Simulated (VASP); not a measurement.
# Ti (Fm-3m) in VASP: a series of runs, part 2 of 2

VASP 6.6.1.

### Step 3. Relaxation of cell and atoms, LDA, target pressure 20 GPa, at which the enthalpy is minimised

The input, INCAR:

```
SYSTEM = Ti
ALGO     = Normal         ! electronic algorithm
EDIFF    = 1E-7           ! SCF threshold, eV
EDIFFG   = -0.03          ! ionic threshold
ENCUT    = 500            ! plane-wave cutoff, eV
GGA      = CA             ! functional
GGA_COMPAT= .False.      
IBRION   = 2              ! ionic algorithm
ISIF     = 3              ! what is computed and relaxed
ISMEAR   = 1              ! smearing method
LASPH    = .True.         ! aspherical terms in the spheres
LCHARG   = .False.        ! write CHGCAR
LREAL    = .False.        ! projectors in reciprocal space
LWAVE    = .False.        ! write WAVECAR
NELM     = 120            ! most SCF steps
NELMIN   = 4            
NSW      = 80             ! ionic steps
PREC     = Accurate       ! precision mode
PSTRESS  = 200.0        
SIGMA    = 0.05           ! smearing width, eV
```

The input, KPOINTS:

```
k-points
0
Gamma
  18 18 18
  0 0 0
```

The input, POSCAR:

```
Ti
1.0
    0.0000000000      2.0650000000      2.0650000000
    2.0650000000      0.0000000000      2.0650000000
    2.0650000000      2.0650000000      0.0000000000
Ti
1
Direct
    0.0000000000      0.0000000000      0.0000000000
```

Potentials or basis: VASP PAW LDA potentials, release 64 (Ti_sv).

The run is started by

```bash
$ cat potpaw_LDA.64/Ti_sv/POTCAR > POTCAR
$ mpirun -np 1 vasp_std > vasp.out
```

OUTCAR:

```text
SYSTEM = Ti
   EDIFF = 1E-7
   EDIFFG = -0.03
   ENCUT = 500
   GGA = CA
   IBRION = 2
   ISIF = 3
   ISMEAR = 1
   LASPH = .True.
   LREAL = .False.
   NELM = 120
   NELMIN = 4
   NSW = 80
   PREC = Accurate
   PSTRESS = 200.0

 ion  position               nearest neighbor table
   1  0.000  0.000  0.000-

  LATTYP: Found a face centered cubic cell.
 ALAT       =     4.1300000000

  Lattice vectors:

 A1 = (   0.0000000000,   2.0650000000,   2.0650000000)
 A2 = (   2.0650000000,   0.0000000000,   2.0650000000)
 A3 = (   2.0650000000,   2.0650000000,   0.0000000000)

Analysis of symmetry for initial positions (statically):
=====================================================================
 Subroutine PRICEL returns:
 Original cell was already a primitive cell.

 Routine SETGRP: Setting up the symmetry group for a
 face centered cubic supercell.

 Subroutine GETGRP returns: Found 48 space group operations
 (whereof 48 operations were pure point group operations)
 out of a pool of 48 trial point group operations.

The static configuration has the point symmetry O_h .

Analysis of symmetry for dynamics (positions and initial velocities):
=====================================================================
 Subroutine PRICEL returns:
 Original cell was already a primitive cell.

 Routine SETGRP: Setting up the symmetry group for a
 face centered cubic supercell.

 Subroutine GETGRP returns: Found 48 space group operations
 (whereof 48 operations were pure point group operations)
 out of a pool of 48 trial point group operations.

The dynamic configuration has the point symmetry O_h .

 Subroutine INISYM returns: Found 48 space group operations
 (whereof 48 operations are pure point group operations),
 and found     1 'primitive' translations

----------------------------------------------------------------------------------------

                                     Primitive cell

  volume of cell :      17.6112

  direct lattice vectors                    reciprocal lattice vectors
     0.000000000  2.065000000  2.065000000    -0.242130751  0.242130751  0.242130751
     2.065000000  0.000000000  2.065000000     0.242130751 -0.242130751  0.242130751
[... 92 lines left out ...]
   TEBEG  =    0.0;   TEEND  =   0.0 temperature during run
   PSTRESS=  200.0 pullay stress
   NELECT =      12.0000    total number of electrons
   NUPDOWN=      -1.0000    fix difference up-down
   EMIN   =  10.00;   EMAX   =-10.00  energy-range for DOS
   EFERMI =   0.00;   METHOD = LEGACY
   ISMEAR =     1;   SIGMA  =   0.05  broadening in eV -4-tet -1-fermi 0-gaus
   EFERMI_NEDOS =   21; number of points for ismear=-14 and -15
   IALGO  =     38    algorithm
   IMIX   =      4    mixing-type and parameters
     AMIX     =   0.40;   BMIX     =  1.00
     AMIX_MAG =   1.60;   BMIX_MAG =  1.00
  volume/ion in A,a.u.               =      17.61       118.85
  Fermi-wavevector in a.u.,A,eV,Ry     =   1.440584  2.722309 28.235921  2.075282
  Thomas-Fermi vector in A             =   2.559312
   LORBIT       =      0    0 simple, 1 ext, 2 COOP (PROOUT), +10 PAW based schemes
   GGA     = CA    functional components
   LHFCALC =     F    Hartree Fock is set to
   AEXX    =    0.0000 exact exchange contribution
   IVDW    =     0    specifies the selected vdW correction
   LEPSILON=     F    determine dielectric tensor
   LRPA    =     F    only Hartree local field effects (RPA)
 conjugate gradient relaxation of ions
 non-spin polarized calculation
 Methfessel and Paxton  Order N= 1 SIGMA  =   0.05
  energy-cutoff  :      500.00
  volume of cell :       17.61
 maximum number of plane-waves:       459
 NGX is ok and might be reduce to    24
   NGX = 11   NGY = 11   NGZ = 11

--------------------------------------- Ionic step        1  -------------------------------------------

 number of electron      12.0000000 magnetization

 Free energy of the ion-electron system (eV)
  ---------------------------------------------------
  ext. energy  EPLUGINS =         0.00000000
  ---------------------------------------------------
  free energy    TOTEN  =        -8.44546107 eV

  energy without entropy =       -8.44521448  energy(sigma->0) =       -8.44537887

 E-fermi :   7.8392     XC(G=0): -11.7183

 val. band max:        7.8373561564   @ k =  -0.3333   0.0556   0.0000
 cond. band min:       7.8479685756   @ k =   0.2778   0.1111   0.0556
 fundamental gap:      0.0106124191
 Fermi energy:         7.8392365022

 k-point     1 :       0.0000    0.0000    0.0000
  band No.  band energies     occupation
      1     -48.2069      2.00000
      2     -24.4526      2.00000
      3     -24.4526      2.00000
      4     -24.4526      2.00000
      5       1.8510      2.00000
      6       8.6711     -0.00000
      7       8.6711     -0.00000
      8       8.6711     -0.00000
      9      10.2430      0.00000
     10      10.2430      0.00000
[... 520 lines left out ...]
--------------------------------------- Ionic step        7  -------------------------------------------

 number of electron      12.0000000 magnetization

 Free energy of the ion-electron system (eV)
  ---------------------------------------------------
  ext. energy  EPLUGINS =         0.00000000
  ---------------------------------------------------
  free energy    TOTEN  =        -8.38838353 eV

  energy without entropy =       -8.38837721  energy(sigma->0) =       -8.38838143

 E-fermi :  10.4856     XC(G=0): -12.8537

 val. band max:       10.4814669853   @ k =   0.3333   0.0556   0.0000
 cond. band min:      10.4882261027   @ k =   0.4444   0.1111   0.0000
 fundamental gap:      0.0067591174
 Fermi energy:        10.4855951559

 k-point     1 :       0.0000    0.0000    0.0000
  band No.  band energies     occupation
      1     -45.2632      2.00000
      2     -21.1173      2.00000
      3     -21.1173      2.00000
      4     -21.1173      2.00000
      5       4.0591      2.00000
      6      11.4199     -0.00000
      7      11.4199     -0.00000
      8      11.4199     -0.00000
      9      13.5780      0.00000
     10      13.5780      0.00000
[... 331 lines left out ...]
  energy  without entropy=       -8.3883772134  energy(sigma->0) =       -8.38838143

  enthalpy is  TOTEN    =        -6.6405958690 eV   P V=        1.7477876654

 reached required accuracy - stopping structural energy minimisation
```

OSZICAR:

```text
N       E                     dE             d eps       ncg     rms          rms(c)
DAV:   1     0.754651772747E+02    0.75465E+02   -0.67431E+03  3902   0.139E+03
DAV:   2    -0.533709349737E+01   -0.80802E+02   -0.79527E+02  4024   0.309E+02
DAV:   3    -0.939901015090E+01   -0.40619E+01   -0.40083E+01  5226   0.719E+01
[... 79 lines left out ...]
DAV:   4    -0.838835314528E+01   -0.31084E-04   -0.76650E-05  5374   0.648E-02    0.153E-02
DAV:   5    -0.838838052580E+01   -0.27381E-04   -0.59970E-05  5794   0.438E-02    0.107E-02
DAV:   6    -0.838838304585E+01   -0.25201E-05   -0.32152E-06  4142   0.213E-02    0.171E-03
DAV:   7    -0.838838345937E+01   -0.41352E-06   -0.85555E-07  5334   0.636E-03    0.845E-04
DAV:   8    -0.838838353445E+01   -0.75083E-07   -0.18181E-07  3380   0.324E-03
   7 F= -.66405959E+01 E0= -.66405938E+01  d E =-.473988E-04
```

Run time: 7.3 min. Hardware: 1 thread of AMD EPYC, shared host; peak memory 0.14 GiB.

Results:

- Free energy: -8.3884 eV
- Relaxed volume: 14.00 Å³/atom
- Relaxed cell: a = 2.705 Å, b = 2.705 Å, c = 2.705 Å, α = 60.00°, β = 60.00°, γ = 60.00°
- Space group after relaxing (to 0.1 Å): Fm-3m (No. 225)
- Energy change on relaxing (the run minimises the enthalpy): +57.1 meV/atom
- Ionic steps: 7
- Pressure after relaxing: 20.0 GPa
- Band gap on the k mesh: zero (bands 6 and 7 overlap by 1.58 eV)

Step by step:
```csv
step,energy change (eV),largest force (eV/Å),pressure (GPa),volume (Å³)
1,0.0000,0.0000,-9.98,17.61
2,1.2298,0.0000,99.88,10.48
3,0.0299,0.0000,16.96,14.24
4,0.0531,0.0000,19.56,14.03
5,0.0613,0.0000,20.45,13.97
6,0.0526,0.0000,19.52,14.04
7,0.0571,0.0000,20.00,14.00
```

Final structure:
```yaml
crystal:
  lattice:
    - [0.00000, 1.91299, 1.91299]
    - [1.91299, 0.00000, 1.91299]
    - [1.91299, 1.91299, 0.00000]
  atoms:
    - { symbol: Ti, position: [0.00000, 0.00000, 0.00000] }
```

Levels at points of the mesh, in eV from the Fermi level:
```
           k point  band 2  band 3  band 4  band 5  band 6  band 7  band 8  band 9  band 10
(0.00, 0.00, 0.00)  -31.60  -31.60  -31.60   -6.43    0.93    0.93    0.93    3.09     3.09
(0.50, 0.00, 0.00)  -32.96  -31.77  -31.77   -3.12    0.74    0.74    1.47    4.57     4.57
(0.50, 0.50, 0.00)  -32.86  -32.07  -32.07   -3.45   -2.43    4.15    4.54    4.97     4.97
```

Caveat: the cell is relaxed towards a set pressure, so the run minimises the enthalpy, not the energy; the volume moved by over 15 % at a fixed basis, so the end points are rough.

### Step 4. Relaxation of cell and atoms, LDA, target pressure 30 GPa, at which the enthalpy is minimised

The input, INCAR:

```
SYSTEM = Ti
ALGO = Normal ; EDIFF = 1E-7
EDIFFG = -0.03 ; ENCUT = 500
GGA = CA ; GGA_COMPAT = .FALSE.
IBRION = 2 ; ISIF = 3
ISMEAR = 1 ; LASPH = .TRUE.
LCHARG = .FALSE. ; LREAL = .FALSE.
LWAVE = .FALSE. ; NELM = 120
NELMIN = 4 ; NSW = 80
PREC = Accurate ; PSTRESS = 300.0
SIGMA = 0.05
```

The input, KPOINTS:

```
k-points
0
G
  18 18 18
  0 0 0
```

POSCAR is that of step 3.

The run is started by

```bash
$ cat potpaw_LDA.64/Ti_sv/POTCAR > POTCAR
$ mpirun -np 1 vasp_std > vasp.out
```

Run time: 5.6 min. Hardware: 1 thread of AMD EPYC, shared host; peak memory 0.14 GiB.

The run converged. Its results:

```yaml
Free_energy: -8.2831 eV
Relaxed_volume: 13.32 Å³/atom
Relaxed_cell: a = 2.661 Å, b = 2.661 Å, c = 2.661 Å, α = 60.00°, β = 60.00°, γ = 60.00°
Space_group_after_relaxing_to_0.1_Å: Fm-3m (No. 225)
Energy_change_on_relaxing_the_run_minimises_the_enthalpy: +162.4 meV/atom
Ionic_steps: 5
Pressure_after_relaxing: 30.0 GPa
Band_gap_on_the_k_mesh: zero (bands 6 and 7 overlap by 1.63 eV)
```

The path:
```csv
step,energy change (eV),largest force (eV/Å),pressure (GPa),volume (Å³)
1,0.0000,0.0000,-9.98,17.61
2,2.8945,0.0000,196.89,8.62
3,0.0852,0.0000,22.84,13.79
4,0.1465,0.0000,28.61,13.41
5,0.1624,0.0000,30.01,13.32
```

Final structure:
```
Ti
1.0
     0.00000    1.88155    1.88155
     1.88155    0.00000    1.88155
     1.88155    1.88155    0.00000
Ti
1
Cartesian
  0.0000 0.0000 0.0000
```

Levels at points of the mesh, in eV from the Fermi level:
| k point | band 2 | band 3 | band 4 | band 5 | band 6 | band 7 | band 8 | band 9 | band 10 |
| --- | --- | --- | --- | --- | --- | --- | --- | --- | --- |
| (0.00, 0.00, 0.00) | -31.46 | -31.46 | -31.46 | -6.49 | 0.93 | 0.93 | 0.93 | 3.24 | 3.24 |
| (0.50, 0.00, 0.00) | -33.03 | -31.65 | -31.65 | -3.27 | 0.72 | 0.72 | 1.71 | 4.81 | 4.81 |
| (0.50, 0.50, 0.00) | -32.91 | -31.99 | -31.99 | -3.70 | -2.64 | 4.51 | 4.79 | 5.24 | 5.24 |

Caveat: the cell is relaxed towards a set pressure, so the run minimises the enthalpy, not the energy; the volume moved by over 15 % at a fixed basis, so the end points are rough.

### Step 5. Overview

```csv
cell,gap on the mesh (eV),pressure (GPa)
relaxed to 10 GPa,none,9.9
relaxed to 20 GPa,none,20.0
relaxed to 30 GPa,none,30.0
```

Alike in all rows: task relaxation of cell and atoms; level LDA; potentials or basis VASP PAW LDA potentials, release 64 (Ti_sv); no spin polarisation; k mesh 18 × 18 × 18; cutoff (eV) 500; smearing methfessel-paxton 0.05 eV.

Caveats: the cell is relaxed towards a set pressure, so the run minimises the enthalpy, not the energy; the volume moved by over 15 % at a fixed basis, so the end points are rough.

Absolute energies hang on the potentials; compare differences alone.
